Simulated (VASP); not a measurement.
Here is a VASP 6.6.1 calculation.

The input POSCAR:

```
Ir
1.0
    0.0000000000      1.9221147239      2.0662733282
    1.9221147239      0.0000000000      2.0662733282
    1.9221147239      1.9221147239      0.0000000000
Ir
1
Direct
    0.0000000000      0.0000000000      0.0000000000
```

File INCAR.step1:

```
SYSTEM = Ir
  PREC = Accurate
  ENCUT = 520
  ISMEAR = 0
  SIGMA = 0.15
  LREAL = .False.
  LASPH = .True.
  NELM = 100
  NBANDS = 10
  GGA = PE
  ALGO = Normal
  EDIFF = 1E-4
  LWAVE = .True.
  LCHARG = .False.
```

File INCAR.step2:

```
SYSTEM = Ir
  PREC = Accurate
  ENCUT = 520
  EDIFF = 1E-7
  ISMEAR = 0
  SIGMA = 0.15
  LREAL = .False.
  LASPH = .True.
  NELM = 100
  ALGO = Normal
  ISIF = 2
  LWAVE = .False.
  LCHARG = .False.
  METAGGA = R2SCAN
  LMIXTAU = .True.
  NBANDS = 10
  ISTART = 1
```

The input KPOINTS:

```
Automatic mesh
0
Gamma
  26 26 26
  0 0 0
```

Potentials or basis: VASP PAW PBE potentials, release 64 (Ir).

Run with:

```bash
$ cat potpaw_PBE.64/Ir/POTCAR > POTCAR
$ cp INCAR.step1 INCAR
$ mpirun -np 1 vasp_std > vasp.out
$ cp INCAR.step2 INCAR
$ mpirun -np 1 vasp_std > vasp.out
```

**Question.** Estimate the pressure.

**Answer.** -19.8 GPa.

**Question.** What does it give for the band gap on the k mesh?

**Answer.** Zero (an odd number of electrons rules out a gap without spin polarisation).

Stress tensor (GPa, compression positive):
```
-12.14   0.00   0.00
  0.00 -12.14   0.00
  0.00   0.00 -35.22
```

Caveat: the cell differs from its parent crystal (strain +0.0750 x Voigt [0, 0, 1, 0, 0, 0]); the stress differs along the axes, from -35 to -12 GPa; the PAW data sets were made with another functional, which shifts forces and pressure a little; spin-orbit coupling is left out, which moves the levels of the heavy elements.
